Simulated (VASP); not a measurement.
A run of VASP 6.6.1:

The input INCAR:

```
  ALGO = Normal
  EDIFF = 1E-7
  EDIFFG = -0.08
  ENCUT = 600
  GGA = PE
  GGA_COMPAT = F
  IBRION = 2
  ISIF = 3
  ISMEAR = 0
  LASPH = T
  LCHARG = F
  LMAXMIX = 6
  LREAL = F
  LWAVE = F
  NELM = 200
  NELMIN = 4
  NSW = 36
  PREC = Accurate
  SIGMA = 0.2
```

Contents of KPOINTS:

```
k-points
0
Gamma
  6 6 6
```

Contents of POSCAR:

```
ErBe
1.0
   -2.1509670300      2.1509670300      2.1149475800
    2.1509670300     -2.1509670300      2.1149475800
    2.1509670300      2.1509670300     -2.1149475800
Er Be
1 1
Direct
    0.0000000000      0.0000000000      0.0000000000
    0.5000000000      0.5000000000      0.0000000000
```

Potentials or basis: VASP PAW PBE potentials, release 64 (Er_3, Be), 4f in core.

Launch:

```sh
$ cat potpaw_PBE.64/Er_3/POTCAR potpaw_PBE.64/Be/POTCAR > POTCAR
$ mpirun -np 1 vasp_std > vasp.out
```

Hardware: 1 thread of Intel(R) Xeon(R) Platinum 8559C (Emerald Rapids) (shared host).

Task: How long does it take, and how much memory?

Result: Run time: 40 s on 1 thread of Intel(R) Xeon(R) Platinum 8559C (Emerald Rapids), with other jobs on the host, peak memory 0.18 GiB. Counts: scf iterations 61, k points 30, ion steps 7.
